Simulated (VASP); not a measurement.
Wanted: the native input for a VASP 6.6.1 run.

| Item | Value |
| --- | --- |
| Task | relaxation of cell and atoms |
| Functional | PBE |
| Potentials or basis | VASP PAW PBE potentials, release 64 (Ga_d, As) |
| Cutoff | 600 eV |
| k mesh | 6 × 6 × 6 |
| Occupations | gaussian, width 0.1 eV |
| Spin | no spin polarisation |
| Dipole correction | no |
| Further INCAR settings | ALGO = Normal; EDIFF = 1e-06; IBRION = 2; EDIFFG = -0.04; NSW = 90; ISIF = 3 |

The structure of GaAs lies in POSCAR:

```
GaAs
1.0
    2.7496709400      1.5875232600      4.7550264100
   -2.7496709400      1.5875232600      4.7550264100
    0.0000000000     -3.1750465100      4.7550264100
Ga As
3 3
Direct
    0.2499957600      0.2499957600      0.2499957600
    0.7500042400      0.7500042400      0.7500042400
    0.0000000000      0.0000000000      0.0000000000
    0.5000000000      0.5000000000      0.0000000000
    0.0000000000      0.5000000000      0.5000000000
    0.5000000000      0.0000000000      0.5000000000
```

The cell was built from a structure type or drawn by symmetry, and may not be a known phase.

One way to write it, as run:

INCAR

```
PREC = Accurate ; ENCUT = 600
EDIFF = 1E-6 ; ISMEAR = 0
SIGMA = 0.1 ; LREAL = False
LASPH = True ; NELM = 100
ALGO = Normal ; ISIF = 3
LWAVE = False ; LCHARG = False
GGA = PE ; IBRION = 2
NSW = 90 ; EDIFFG = -0.04
```

KPOINTS

```
Automatic mesh
0
Gamma
  6 6 6
```

Potentials or basis: VASP PAW PBE potentials, release 64 (Ga_d, As).

Run with:

```console
$ cat potpaw_PBE.64/Ga_d/POTCAR potpaw_PBE.64/As/POTCAR > POTCAR
$ mpirun -np 1 vasp_std > vasp.out
```

It gave:

| Quantity | Value |
| --- | --- |
| Relaxed volume | 23.06 Å³/atom |
| Relaxed cell | a = 5.923 Å, b = 5.923 Å, c = 5.923 Å, α = 57.47°, β = 57.47°, γ = 57.47° |
| Space group after relaxing (to 0.1 Å) | R-3m (No. 166) |
| Pressure after relaxing | 0.1 GPa |
| Band gap on the k mesh | zero (bands 27 and 28 overlap by 1.17 eV) |

Run time: 57 min on 1 thread of AMD EPYC 7R43 64-Core Processor (Zen 3) (shared host), peak memory 0.38 GiB.
